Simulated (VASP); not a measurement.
## Cl: single point with r2SCAN

System: Cl.

```
CELL_PARAMETERS angstrom
9.96655 0.00000 0.00000
0.00000 9.96655 0.00000
0.00000 0.00000 9.96655
ATOMIC_POSITIONS crystal
Cl 0.12379 0.84927 0.53802
Cl 0.31744 0.82189 0.59354
Cl 0.00150 0.10712 0.11936
Cl 0.86457 0.25130 0.11787
Cl 0.91761 0.76596 0.00936
Cl 0.11774 0.76344 0.00851
Cl 0.85995 0.94862 0.47759
Cl 0.84449 0.10951 0.59752
Cl 0.16211 0.08387 0.81763
Cl 0.25812 0.16345 0.65464
Cl 0.40029 0.85135 0.25332
Cl 0.42799 0.79574 0.06272
Cl 0.77124 0.66707 0.58684
Cl 0.58244 0.69262 0.51730
Cl 0.05465 0.45486 0.41558
Cl 0.23724 0.50714 0.36918
Cl 0.49666 0.44951 0.09045
Cl 0.56586 0.47819 0.89875
Cl 0.56892 0.94256 0.76873
Cl 0.59968 0.07582 0.91631
Cl 0.46109 0.12803 0.37202
Cl 0.56105 0.30107 0.40017
Cl 0.20365 0.42482 0.92364
Cl 0.09928 0.47056 0.75463
```

| Item | Value |
| --- | --- |
| Program | VASP 6.6.1 |
| Task | single point |
| Functional | r2SCAN |
| Potentials or basis | VASP PAW PBE potentials, release 64 (Cl) |
| Cutoff | 520 eV |
| k mesh | 1 × 1 × 1 |
| Occupations | fermi-dirac, width 0.05 eV |
| Spin | no spin polarisation |

- Pressure: -0.5 GPa
- Largest force: 1.119 eV/Å

Forces in eV/Å, atoms in the order of the input:
```
Cl   0.397  0.018  0.156
Cl  -0.411 -0.121 -0.239
Cl  -0.007  0.018  0.026
Cl   0.005 -0.012 -0.012
Cl   0.018 -0.074 -0.053
Cl  -0.100  0.145  0.077
Cl  -0.175  0.736  0.167
Cl   0.143 -0.361 -0.349
Cl   0.486  0.420 -0.801
Cl  -0.439 -0.401  0.801
Cl  -0.076 -0.360 -0.223
Cl  -0.059  0.180  0.203
Cl  -0.521 -0.371 -0.112
Cl   0.520 -0.047  0.293
Cl  -0.679 -0.174  0.133
Cl   0.664  0.180 -0.127
Cl   0.460 -0.026 -1.020
Cl  -0.378 -0.077  1.044
Cl   0.095  0.247  0.370
Cl   0.006 -0.223 -0.349
Cl   0.322  0.500 -0.026
Cl  -0.241 -0.256  0.039
Cl  -0.433  0.229 -0.669
Cl   0.402 -0.172  0.673
```

Stress tensor (GPa, compression positive):
```
-0.32  0.08  0.08
 0.08 -0.10  0.01
 0.08  0.01 -1.17
```

Levels at points of the mesh, in eV from the Fermi level:
| k point | band 80 | band 81 | band 82 | band 83 | band 84 | band 85 | band 86 | band 87 | band 88 | band 89 |
| --- | --- | --- | --- | --- | --- | --- | --- | --- | --- | --- |
| (0.00, 0.00, 0.00) | -1.46 | -1.42 | -1.40 | -1.33 | -1.13 | 1.15 | 1.21 | 1.27 | 1.48 | 1.66 |

It took 12 min on 1 thread of Intel(R) Xeon(R) Platinum 8488C (Sapphire Rapids), with other jobs on the host, peak memory 1 GiB.

Caveat: the k points lie up to 0.63 Å⁻¹ apart; the atoms stand as in a frame of molecular dynamics; the PAW data sets were made with another functional, which shifts forces and pressure a little.
